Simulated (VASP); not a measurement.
# Sc (P6_3/mmc) in VASP: single point with PBEsol

Aim: the single point of Sc with PBEsol.

Program: VASP 6.6.1. These are calculated values, not measurements. Logs are shortened: lines on timing, memory, paths and dates and some standing lists are left out, and cuts for length are marked.

## 1. The cell of the first run

It takes space group P6_3/mmc (No. 194, hexagonal). Conventional cell: a = 3.277 Å, b = 3.277 Å, c = 5.082 Å, α = 90.00°, β = 90.00°, γ = 120.00°. Within 4.2 Å of Sc (site symmetry -6m2) lie 12 Sc at 3.17 to 3.28 Å.

## 2. Single point, PBEsol

Contents of INCAR:

```
  ALGO = Fast
  EDIFF = 1E-6
  ENCUT = 520
  GGA = PS
  ISIF = 2
  ISMEAR = 0
  LASPH = True
  LCHARG = False
  LREAL = False
  LWAVE = False
  NBANDS = 18
  NELM = 100
  PREC = Accurate
  SIGMA = 0.15
```

Contents of KPOINTS:

```
k-points
0
Gamma
  15 15 10
```

Contents of POSCAR:

```
Sc
1.0
    3.2769240353      0.0000000000      0.0000000000
   -1.6384620176      2.8378994608      0.0000000000
    0.0000000000      0.0000000000      5.0823813358
Sc
2
Direct
    0.3333333333      0.6666666667      0.2500000000
    0.6666666667      0.3333333333      0.7500000000
```

Potentials or basis: VASP PAW PBE potentials, release 64 (Sc_sv).

On the command line:

```bash
$ cat potpaw_PBE.64/Sc_sv/POTCAR > POTCAR
$ mpirun -np 1 vasp_std > vasp.out
```

OUTCAR:

```text
EDIFF = 1E-6
   ENCUT = 520
   GGA = PS
   ISIF = 2
   ISMEAR = 0
   LASPH = True
   LREAL = False
   NELM = 100
   PREC = Accurate

 ion  position               nearest neighbor table
   1  0.333  0.667  0.250-   2 3.17   2 3.17   2 3.17   2 3.17   2 3.17   2 3.17
   2  0.667  0.333  0.750-   1 3.17   1 3.17   1 3.17   1 3.17   1 3.17   1 3.17

  LATTYP: Found a hexagonal cell.
 ALAT       =     3.2769240353
 C/A-ratio  =     1.5509609869

  Lattice vectors:

 A1 = (   3.2769240353,   0.0000000000,   0.0000000000)
 A2 = (  -1.6384620176,   2.8378994608,   0.0000000000)
 A3 = (   0.0000000000,   0.0000000000,   5.0823813358)

Analysis of symmetry for initial positions (statically):
=====================================================================
 Subroutine PRICEL returns:
 Original cell was already a primitive cell.

 Routine SETGRP: Setting up the symmetry group for a
 hexagonal supercell.

 Subroutine GETGRP returns: Found 24 space group operations
 (whereof 12 operations were pure point group operations)
 out of a pool of 24 trial point group operations.

The static configuration has the point symmetry D_3d.
 The point group associated with its full space group is D_6h.

Analysis of symmetry for dynamics (positions and initial velocities):
=====================================================================
 Subroutine PRICEL returns:
 Original cell was already a primitive cell.

 Routine SETGRP: Setting up the symmetry group for a
 hexagonal supercell.

 Subroutine GETGRP returns: Found 24 space group operations
 (whereof 12 operations were pure point group operations)
 out of a pool of 24 trial point group operations.

The dynamic configuration has the point symmetry D_3d.
 The point group associated with its full space group is D_6h.

 Subroutine INISYM returns: Found 24 space group operations
 (whereof 12 operations are pure point group operations),
 and found     1 'primitive' translations

----------------------------------------------------------------------------------------

                                     Primitive cell

  volume of cell :      47.2640

  direct lattice vectors                    reciprocal lattice vectors
     3.276924035  0.000000000  0.000000000     0.305164230  0.176186650  0.000000000
    -1.638462018  2.837899461  0.000000000     0.000000000  0.352373301  0.000000000
     0.000000000  0.000000000  5.082381336     0.000000000  0.000000000  0.196758160

[... 82 lines left out ...]
   NELM   =    100;   NELMIN=  2; NELMDL= -5     # of ELM steps
   EDIFF  = 0.1E-05   stopping-criterion for ELM
   LREAL  =      F    real-space projection
   EDIFFG = 0.1E-04   stopping-criterion for IOM
   NSW    =      0    number of steps for IOM
   IBRION =     -1    ionic relax: 0-MD 1-quasi-New 2-CG
   NFREE  =      0    steps in history (QN), initial steepest desc. (CG)
   ISIF   =      2    stress and relaxation
   ISYM   =      2    0-nonsym 1-usesym 2-fastsym
   POTIM  = 0.5000    time-step for ionic-motion
   TEBEG  =    0.0;   TEEND  =   0.0 temperature during run
   PSTRESS=    0.0 pullay stress
   NELECT =      22.0000    total number of electrons
   NUPDOWN=      -1.0000    fix difference up-down
   EMIN   =  10.00;   EMAX   =-10.00  energy-range for DOS
   EFERMI =   0.00;   METHOD = LEGACY
   ISMEAR =     0;   SIGMA  =   0.15  broadening in eV -4-tet -1-fermi 0-gaus
   EFERMI_NEDOS =   21; number of points for ismear=-14 and -15
   IALGO  =     68    algorithm
   IMIX   =      4    mixing-type and parameters
     AMIX     =   0.40;   BMIX     =  1.00
     AMIX_MAG =   1.60;   BMIX_MAG =  1.00
  volume/ion in A,a.u.               =      23.63       159.48
  Fermi-wavevector in a.u.,A,eV,Ry     =   1.268739  2.397568 21.901269  1.609698
  Thomas-Fermi vector in A             =   2.401817
   LORBIT       =      0    0 simple, 1 ext, 2 COOP (PROOUT), +10 PAW based schemes
   GGA     = PS    functional components
   LHFCALC =     F    Hartree Fock is set to
   AEXX    =    0.0000 exact exchange contribution
   IVDW    =     0    specifies the selected vdW correction
   LEPSILON=     F    determine dielectric tensor
   LRPA    =     F    only Hartree local field effects (RPA)
 non-spin polarized calculation
 RMM-DIIS sequential band-by-band and
 Gauss-broadening in eV      SIGMA  =   0.15
  energy-cutoff  :      520.00
  volume of cell :       47.26
 maximum number of plane-waves:      1296
   NGX = 13   NGY = 13   NGZ = 19

 number of electron      22.0000008 magnetization

 Free energy of the ion-electron system (eV)
  ---------------------------------------------------
  ext. energy  EPLUGINS =         0.00000000
  ---------------------------------------------------
  free energy    TOTEN  =       -13.23326619 eV

  energy without entropy =      -13.18965095  energy(sigma->0) =      -13.21145857

 E-fermi :   3.8184     XC(G=0): -10.1628

 val. band max:        3.8112868053   @ k =   0.4000   0.0667   0.3000
 cond. band min:       3.8204201970   @ k =   0.4000   0.1333   0.4000
 fundamental gap:      0.0091333917
 Fermi energy:         3.8184328440

 k-point     1 :       0.0000    0.0000    0.0000
  band No.  band energies     occupation
      1     -45.2747      2.00000
      2     -45.1864      2.00000
      3     -24.2387      2.00000
      4     -23.8366      2.00000
      5     -23.8366      2.00000
      6     -23.7577      2.00000
[... 481 lines left out ...]
      5     -23.9885      2.00000
      6     -23.9832      2.00000
[... 10 lines left out ...]
     17       7.8085      0.00000
     18       8.7280      0.00000

 [... further k-points ...]

------------------------ aborting loop because EDIFF is reached ----------------------------------------

  FORCE on cell =-STRESS in cart. coord.  units (eV):
  Direction    XX          YY          ZZ          XY          YZ          ZX
  --------------------------------------------------------------------------------------
  -------------------------------------------------------------------------------------
  Total        0.0018007      0.0018007      0.0274352      0.0000000      0.0000000     -0.0000000
  in kB        0.0610426      0.0610426      0.9300123      0.0000000      0.0000000     -0.0000000
  external PRESSURE =       0.3506992 kB  Pullay stress =       0.0000000 kB

 VOLUME and BASIS-vectors are now :
 -----------------------------------------------------------------------------
  energy-cutoff  :      520.00
  volume of cell :       47.26
      direct lattice vectors                 reciprocal lattice vectors
     3.276924035  0.000000000  0.000000000     0.305164230  0.176186650  0.000000000
    -1.638462018  2.837899461  0.000000000     0.000000000  0.352373301  0.000000000
     0.000000000  0.000000000  5.082381336     0.000000000  0.000000000  0.196758160

 POSITION                                       TOTAL-FORCE (eV/Angst)
 -----------------------------------------------------------------------------------
     -0.00000      1.89193      1.27060        -0.000000      0.000000      0.000000
      1.63846      0.94597      3.81179         0.000000     -0.000000      0.000000
 -----------------------------------------------------------------------------------
    total drift:                               -0.000000      0.000000     -0.000000

  FREE ENERGIE OF THE ION-ELECTRON SYSTEM (eV)
  ---------------------------------------------------
  free  energy   TOTEN  =       -13.2332661853 eV

  energy  without entropy=      -13.1896509496  energy(sigma->0) =      -13.21145857
```

It took 1.7 min on 1 thread of Intel Xeon 6975P-C, shared host; peak memory 0.24 GiB.

What came out:

| Item | Value |
| --- | --- |
| Free energy | -13.2333 eV |
| Pressure | 0.0 GPa |
| Band gap on the k mesh | zero (band 11 reaches 4.84 eV, above the bottom of band 12 at 3.26 eV) |

Stress tensor (GPa, compression positive):
```
0.01 0.00 0.00
0.00 0.01 0.00
0.00 0.00 0.09
```

Levels at points of the mesh, in eV from the Fermi level:
| k point | band 7 | band 8 | band 9 | band 10 | band 11 | band 12 | band 13 | band 14 | band 15 | band 16 |
| --- | --- | --- | --- | --- | --- | --- | --- | --- | --- | --- |
| (0.00, 0.00, 0.00) | -27.58 | -27.54 | -5.21 | -1.69 | 0.76 | 1.64 | 1.64 | 1.94 | 2.12 | 2.12 |
| (0.00, 0.00, 0.50) | -27.62 | -27.62 | -3.60 | -3.60 | 1.02 | 1.02 | 1.54 | 1.54 | 1.54 | 1.54 |

Caveat: the PAW data sets were made with another functional, which shifts forces and pressure a little.
